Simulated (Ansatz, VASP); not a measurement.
Si11N12: VASP beside Ansatz

```xyz
23
Lattice="6.4419 0.1209 0.0829 0.1209 6.5959 0.1102 0.0829 0.1102 6.6183" Properties=species:S:1:pos:R:3 pbc="T T T"
Si    4.8869    5.0484    1.7601
Si    0.7159    0.1359    3.9275
Si    3.7687    0.5917    0.7441
Si    5.0816    3.3445    5.9467
Si    3.4870    0.7084    3.7738
Si    1.5200    5.2656    0.3035
Si    4.9670    5.6708    5.8734
Si    3.1664    4.1618    4.1215
Si    2.1724    2.5752    6.3351
Si    1.1395    0.7174    1.6439
Si    0.1454    2.7963    1.1497
N     3.8641    2.0975    0.2059
N     2.2210    3.8958    5.5387
N     5.6702    2.0597    2.8998
N     2.9988    0.4059    2.1496
N     2.2532    1.7171    4.2361
N     0.6847    5.8490    5.2987
N     3.9362    5.8059    4.4842
N     0.9045    4.6066    2.1447
N     3.2857    5.1947    0.8385
N     1.7507    4.3058    2.9960
N     5.5770    6.6179    1.0772
N     4.3505    2.3512    3.0426
```

Alike in both runs: task single point; functional PBE; k mesh 4 × 4 × 4; occupations fermi-dirac, width 0.3447 eV; no spin polarisation.

|  | VASP | Ansatz |
| --- | --- | --- |
| version | VASP 6.6.1 | Ansatz 0.2.0 |
| potentials or method | VASP PAW PBE potentials, release 64 (Si, N), cutoff 520 eV | scalar-relativistic, plane waves, PAW |
| valence electrons in the cell | 104 | 104 |

|  | VASP | Ansatz | Ansatz less VASP |
| --- | --- | --- | --- |
| gap on the k mesh at the Fermi level (eV) | none | none | - |
| rms of the force components (eV/Å) | 2.195 | 2.198 | +0.0038 |

Atom by atom the forces differ by 0.044 eV/Å (rms over components). A gap of «none» marks a metal or a gap that the smearing closes.

Noted on VASP's run: the standard files for N, O and F lose accuracy on very short bonds.
